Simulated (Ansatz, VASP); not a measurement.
One calculation of Zn, two programs

```
CELL_PARAMETERS angstrom
2.64073 0.00000 0.00000
-1.32036 2.28694 0.00000
0.00000 0.00000 5.06725
ATOMIC_POSITIONS crystal
Zn 0.33333 0.66667 0.25000
Zn 0.66667 0.33333 0.75000
```

Alike in both runs: functional PBE; k mesh 18 × 18 × 8; occupations fermi-dirac, width 0.15 eV; no spin polarisation.

Ansatz relaxed the structure, and its values are those at the end. VASP's run is a single point on that final structure, the one shown.

|  | VASP | Ansatz |
| --- | --- | --- |
| version | VASP 6.6.1 | Ansatz 0.2.0 |
| potentials or method | VASP PAW PBE potentials, release 64 (Zn), cutoff 520 eV | scalar-relativistic, plane waves, PAW |
| valence electrons in the cell | 24 | 24 |

|  | VASP | Ansatz | Ansatz less VASP |
| --- | --- | --- | --- |
| gap on the k mesh at the Fermi level (eV) | none | none | - |
| pressure (GPa) | 0.7 | 0.0 | -0.71 |

A gap of «none» marks a metal or a gap that the smearing closes. With one functional, cell and mesh, what is left measures potentials, basis and numerics.
